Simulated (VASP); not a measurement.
# B3As2 (P-3m1) in VASP: relaxation of cell and atoms with PBE

Aim: the relaxation of cell and atoms of B3As2 with PBE.

Everything below comes from runs of VASP 6.6.1. Logs are shortened: lines on timing, memory, paths and dates and some standing lists are left out, and cuts for length are marked.

## (1) The cell of the first run

It takes space group P-3m1 (No. 164, trigonal). The conventional cell has a = 3.177 Å, b = 3.177 Å, c = 6.836 Å, α = 90.00°, β = 90.00°, γ = 120.00°. Within 2.9 Å of B (site symmetry -3m) lie 6 As at 2.22 Å. B (site symmetry 3m) has 3 B at 1.85 Å and 1 As at 2.05 Å within 2.5 Å. As (site symmetry 3m) has 4 B at 2.05 to 2.22 Å within 2.7 Å.

## (2) Relaxation of cell and atoms, PBE

Contents of INCAR:

```
ALGO = Normal
EDIFF = 1E-7
EDIFFG = -0.01
ENCUT = 600
GGA = PE
IBRION = 2
ISIF = 3
ISMEAR = 0
LASPH = T
LCHARG = F
LREAL = F
LWAVE = F
NELM = 100
NSW = 100
PREC = Accurate
SIGMA = 0.1
```

Contents of KPOINTS:

```
k-points
0
Gamma
  12 12 6
```

Contents of POSCAR:

```
B3As2
1.0
    3.1774415185      0.0000000000      0.0000000000
   -1.5887207593      2.7517450741      0.0000000000
    0.0000000000      0.0000000000      6.8359275942
B As
3 2
Direct
    0.0000000000      0.0000000000      0.0000000000
    0.3333333333      0.6666666667      0.4838753791
    0.6666666667      0.3333333333      0.5161246209
    0.3333333333      0.6666666667      0.1835940024
    0.6666666667      0.3333333333      0.8164059976
```

Potentials or basis: VASP PAW PBE potentials, release 64 (B, As).

Started as:

```
$ cat potpaw_PBE.64/B/POTCAR potpaw_PBE.64/As/POTCAR > POTCAR
$ mpirun -np 1 vasp_std > vasp.out
```

OUTCAR:

```text
EDIFF = 1E-7
   EDIFFG = -0.01
   ENCUT = 600
   GGA = PE
   IBRION = 2
   ISIF = 3
   ISMEAR = 0
   LASPH = T
   LREAL = F
   NELM = 100
   NSW = 100
   PREC = Accurate

 ion  position               nearest neighbor table
   1  0.000  0.000  0.000-   4 2.22   5 2.22   5 2.22   4 2.22   5 2.22   4 2.22
   2  0.333  0.667  0.484-   3 1.85   3 1.85   3 1.85   4 2.05
   3  0.667  0.333  0.516-   2 1.85   2 1.85   2 1.85   5 2.05
   4  0.333  0.667  0.184-   2 2.05   1 2.22   1 2.22   1 2.22
   5  0.667  0.333  0.816-   3 2.05   1 2.22   1 2.22   1 2.22

  LATTYP: Found a hexagonal cell.
 ALAT       =     3.1774415185
 C/A-ratio  =     2.1513936777

  Lattice vectors:

 A1 = (   3.1774415185,   0.0000000000,   0.0000000000)
 A2 = (  -1.5887207593,   2.7517450741,   0.0000000000)
 A3 = (   0.0000000000,   0.0000000000,   6.8359275942)

Analysis of symmetry for initial positions (statically):
=====================================================================
 Subroutine PRICEL returns:
 Original cell was already a primitive cell.

 Routine SETGRP: Setting up the symmetry group for a
 hexagonal supercell.

 Subroutine GETGRP returns: Found 12 space group operations
 (whereof 12 operations were pure point group operations)
 out of a pool of 24 trial point group operations.

The static configuration has the point symmetry D_3d.

Analysis of symmetry for dynamics (positions and initial velocities):
=====================================================================
 Subroutine PRICEL returns:
 Original cell was already a primitive cell.

 Routine SETGRP: Setting up the symmetry group for a
 hexagonal supercell.

 Subroutine GETGRP returns: Found 12 space group operations
 (whereof 12 operations were pure point group operations)
 out of a pool of 24 trial point group operations.

The dynamic configuration has the point symmetry D_3d.

 Subroutine INISYM returns: Found 12 space group operations
 (whereof 12 operations are pure point group operations),
 and found     1 'primitive' translations

----------------------------------------------------------------------------------------

                                     Primitive cell

  volume of cell :      59.7700

  direct lattice vectors                    reciprocal lattice vectors
     3.177441518  0.000000000  0.000000000     0.314718617  0.181702878  0.000000000
    -1.588720759  2.751745074  0.000000000     0.000000000  0.363405756  0.000000000
     0.000000000  0.000000000  6.835927594     0.000000000  0.000000000  0.146285926

  length of vectors
     3.177441518  3.177441519  6.835927594     0.363405756  0.363405756  0.146285926

  position of ions in fractional coordinates (direct lattice)
     0.000000000  0.000000000  0.000000000
     0.333333333  0.666666667  0.483875379
     0.666666667  0.333333333  0.516124621
     0.333333333  0.666666667  0.183594002
     0.666666667  0.333333333  0.816405998

  ion indices of the primitive-cell ions
   primitive index   ion index
                 1           1
                 2           2
                 3           3
                 4           4
                 5           5

----------------------------------------------------------------------------------------

 KPOINTS: k-points

Automatic generation of k-mesh.
 Grid dimensions read from file:
 generate k-points for:   12   12    6

 Generating k-lattice:

  Cartesian coordinates                     Fractional coordinates (reciprocal lattice)
     0.026226551  0.015141907  0.000000000     0.083333333  0.000000000  0.000000000
     0.000000000  0.030283813  0.000000000     0.000000000  0.083333333  0.000000000
     0.000000000  0.000000000  0.024380988     0.000000000  0.000000000  0.166666667

  Length of vectors
     0.030283813  0.030283813  0.024380988

  Shift w.r.t. Gamma in fractional coordinates (k-lattice)
     0.000000000  0.000000000  0.000000000

 Subroutine IBZKPT returns following result:
 ===========================================

 Found    100 irreducible k-points:

 Following reciprocal coordinates:
            Coordinates               Weight
  0.000000  0.000000  0.000000      1.000000
  0.083333  0.000000  0.000000      6.000000
  0.166667 -0.000000  0.000000      6.000000
  0.250000  0.000000  0.000000      6.000000
  0.333333 -0.000000  0.000000      6.000000
  0.416667  0.000000  0.000000      6.000000
[... 16 lines left out ...]
  0.166667 -0.000000  0.166667      6.000000
  0.000000  0.166667  0.166667      6.000000
 [... further k-points ...]
   k-points           NKPTS =    100   k-points in BZ     NKDIM =    100   number of bands    NBANDS=     13
   number of dos      NEDOS =    301   number of ions     NIONS =      5
   total plane-waves  NPLWV =  43904
   dimension x,y,z NGX =    28 NGY =   28 NGZ =   56
   dimension x,y,z NGXF=    56 NGYF=   56 NGZF=  112
   ions per type =               3   2
   NGX,Y,Z   is equivalent  to a cutoff of  14.65, 14.65, 13.62 a.u.
   NGXF,Y,Z  is equivalent  to a cutoff of  29.30, 29.30, 27.24 a.u.
 SYSTEM =  unknown system
   PREC   = accura    normal or accurate (medium, high low for compatibility)
   ISTART =      0    job   : 0-new  1-cont  2-samecut
   ICHARG =      2    charge: 1-file 2-atom 10-const
   ISPIN  =      1    spin polarized calculation?
   LNONCOLLINEAR =      F non collinear calculations
   LSORBIT =      F    spin-orbit coupling
   LASPH  =      T    aspherical Exc in radial PAW
   ENCUT  =  600.0 eV  44.10 Ry    6.64 a.u.   6.35  6.35 13.65*2*pi/ulx,y,z
   NELM   =    100;   NELMIN=  2; NELMDL= -5     # of ELM steps
   EDIFF  = 0.1E-06   stopping-criterion for ELM
   LREAL  =      F    real-space projection
   EDIFFG = -.1E-01   stopping-criterion for IOM
   NSW    =    100    number of steps for IOM
   IBRION =      2    ionic relax: 0-MD 1-quasi-New 2-CG
   NFREE  =      1    steps in history (QN), initial steepest desc. (CG)
   ISIF   =      3    stress and relaxation
   ISYM   =      2    0-nonsym 1-usesym 2-fastsym
   POTIM  = 0.5000    time-step for ionic-motion
   TEBEG  =    0.0;   TEEND  =   0.0 temperature during run
   PSTRESS=    0.0 pullay stress
   NELECT =      19.0000    total number of electrons
   NUPDOWN=      -1.0000    fix difference up-down
   EMIN   =  10.00;   EMAX   =-10.00  energy-range for DOS
   EFERMI =   0.00;   METHOD = LEGACY
   ISMEAR =     0;   SIGMA  =   0.10  broadening in eV -4-tet -1-fermi 0-gaus
   EFERMI_NEDOS =   21; number of points for ismear=-14 and -15
   IALGO  =     38    algorithm
   IMIX   =      4    mixing-type and parameters
     AMIX     =   0.40;   BMIX     =  1.00
     AMIX_MAG =   1.60;   BMIX_MAG =  1.00
  volume/ion in A,a.u.               =      11.95        80.67
  Fermi-wavevector in a.u.,A,eV,Ry     =   1.117288  2.111367 16.984581  1.248331
  Thomas-Fermi vector in A             =   2.253909
   LORBIT       =      0    0 simple, 1 ext, 2 COOP (PROOUT), +10 PAW based schemes
   GGA     = PE    functional components
   LHFCALC =     F    Hartree Fock is set to
   AEXX    =    0.0000 exact exchange contribution
   IVDW    =     0    specifies the selected vdW correction
   LEPSILON=     F    determine dielectric tensor
   LRPA    =     F    only Hartree local field effects (RPA)
 conjugate gradient relaxation of ions
 non-spin polarized calculation
 Gauss-broadening in eV      SIGMA  =   0.10
  energy-cutoff  :      600.00
  volume of cell :       59.77
 maximum number of plane-waves:      2010
 NGX is ok and might be reduce to    28
   NGX = 13   NGY = 13   NGZ = 27

--------------------------------------- Ionic step        1  -------------------------------------------

 number of electron      19.0000000 magnetization

 Free energy of the ion-electron system (eV)
  ---------------------------------------------------
  ext. energy  EPLUGINS =         0.00000000
  ---------------------------------------------------
  free energy    TOTEN  =       -26.35858142 eV

  energy without entropy =      -26.34955381  energy(sigma->0) =      -26.35406762

------------------------ aborting loop because EDIFF is reached ----------------------------------------

  FORCE on cell =-STRESS in cart. coord.  units (eV):
  Direction    XX          YY          ZZ          XY          YZ          ZX
  --------------------------------------------------------------------------------------
  -------------------------------------------------------------------------------------
  Total       -0.0303144     -0.0303144      0.1743418      0.0000000      0.0000000     -0.0000000
  in kB       -0.8126000     -0.8126000      4.6733564      0.0000000      0.0000000     -0.0000000
  external PRESSURE =       1.0160522 kB  Pullay stress =       0.0000000 kB
[... 258 lines left out ...]
  energy  without entropy=      -26.3574956977  energy(sigma->0) =      -26.36133031

--------------------------------------- Ionic step        8  -------------------------------------------

 number of electron      19.0000000 magnetization

 Free energy of the ion-electron system (eV)
  ---------------------------------------------------
  ext. energy  EPLUGINS =         0.00000000
  ---------------------------------------------------
  free energy    TOTEN  =       -26.36520100 eV

  energy without entropy =      -26.35782998  energy(sigma->0) =      -26.36151549

 E-fermi :   6.3110     XC(G=0): -11.1021

 val. band max:        6.2871948868   @ k =   0.0000   0.0000   0.0000
 cond. band min:       6.3185192562   @ k =   0.0000   0.4167   0.1667
 fundamental gap:      0.0313243694
 Fermi energy:         6.3110448680

 k-point     1 :       0.0000    0.0000    0.0000
  band No.  band energies     occupation
      1      -9.5703      2.00000
      2      -6.6601      2.00000
      3      -4.7538      2.00000
      4       2.1466      2.00000
      5       3.6154      2.00000
      6       6.2872      1.26410
      7       6.2872      1.26410
      8       6.4656      0.02884
      9       6.4656      0.02884
     10       9.1626      0.00000
     11       9.1626      0.00000
     12      11.3563      0.00000
     13      11.4988      0.00000
[... 353 lines left out ...]
 k-point    24 :       0.0000    0.1667    0.1667
  band No.  band energies     occupation
      1      -9.0542      2.00000
      2      -6.4742      2.00000
      3      -3.8858      2.00000
      4       1.3356      2.00000
      5       3.1361      2.00000
      6       4.6330      2.00000
      7       4.8876      2.00000
      8       5.4147      2.00000
      9       6.1544      1.97323
     10       6.6489      0.00000
     11       9.3120      0.00000
     12      10.3622      0.00000
     13      11.8041      0.00000

 [... further k-points ...]

------------------------ aborting loop because EDIFF is reached ----------------------------------------

  FORCE on cell =-STRESS in cart. coord.  units (eV):
  Direction    XX          YY          ZZ          XY          YZ          ZX
  --------------------------------------------------------------------------------------
  -------------------------------------------------------------------------------------
  Total        0.0323663      0.0323663     -0.0230779     -0.0000000      0.0000000     -0.0000000
  in kB        0.8701873      0.8701873     -0.6204629     -0.0000000      0.0000000     -0.0000000
  external PRESSURE =       0.3733039 kB  Pullay stress =       0.0000000 kB
[... 20 lines left out ...]
  FREE ENERGIE OF THE ION-ELECTRON SYSTEM (eV)
  ---------------------------------------------------
  free  energy   TOTEN  =       -26.3652010041 eV

  energy  without entropy=      -26.3578299770  energy(sigma->0) =      -26.36151549

 reached required accuracy - stopping structural energy minimisation
```

It took 3.4 min on 1 thread of Intel Xeon 6975P-C (Granite Rapids), shared host; peak memory 0.27 GiB.

What came out:

```
Free energy                           : -26.3652 eV
Relaxed volume                        : 11.92 Å³/atom
Relaxed cell                          : a = 3.187 Å, b = 3.187 Å, c = 6.776 Å, α = 90.00°, β = 90.00°, γ = 120.00°
Space group after relaxing (to 0.1 Å) : P-3m1 (No. 164)
Energy gained by relaxing             : 1.3 meV/atom
Ionic steps                           : 8
Pressure after relaxing               : 0.0 GPa
Largest force after relaxing          : 0.010 eV/Å
Band gap on the k mesh                : zero (an odd number of electrons rules out a gap without spin polarisation)
```

Forces on the atoms (eV/Å):
```
B    0.000  0.000  0.000
B    0.000  0.000 -0.009
B    0.000  0.000  0.009
As   0.000  0.000 -0.010
As   0.000  0.000  0.010
```

Stress tensor (GPa, compression positive):
```
 0.09  0.00  0.00
 0.00  0.09  0.00
 0.00  0.00 -0.06
```

The path:
```
step  energy change (eV)  largest force (eV/Å)  pressure (GPa)  volume (Å³)
   1              0.0000                0.2219            0.10        59.77
   2             -0.0037                0.0511           -0.07        59.84
   3             -0.0037                0.0479           -0.07        59.83
   4             -0.0044                0.0404           -0.05        59.80
   5             -0.0061                0.0166           -0.01        59.69
   6             -0.0051                0.0651            0.14        59.46
   7             -0.0066                0.0051            0.02        59.62
   8             -0.0066                0.0100            0.04        59.59
```

Final structure:
```
B As
1.0
     3.18668    0.00000    0.00000
    -1.59334    2.75975    0.00000
     0.00000    0.00000    6.77614
B As
3 2
Direct
  0.00000 0.00000 0.00000
  0.33333 0.66667 0.48850
  0.66667 0.33333 0.51150
  0.33333 0.66667 0.18355
  0.66667 0.33333 0.81645
```

Levels at points of the mesh, in eV from the Fermi level:
| k point | band 8 | band 9 | band 10 | band 11 | band 12 | band 13 |
| --- | --- | --- | --- | --- | --- | --- |
| (0.00, 0.00, 0.00) | 0.15 | 0.15 | 2.85 | 2.85 | 5.05 | 5.19 |
| (0.50, 0.00, 0.00) | -1.09 | -1.07 | -1.02 | 1.27 | 1.84 | 3.14 |
| (0.00, 0.00, 0.50) | 0.84 | 1.30 | 1.92 | 1.92 | 3.42 | 5.68 |
| (0.50, 0.00, 0.50) | -3.04 | -1.87 | -1.78 | 1.96 | 2.45 | 3.56 |

Caveat: an odd number of electrons without spin polarisation forces a metal; a magnetic or distorted state may lie lower.

The gap in the log of VASP goes by the Fermi energy; the results here count the filled bands.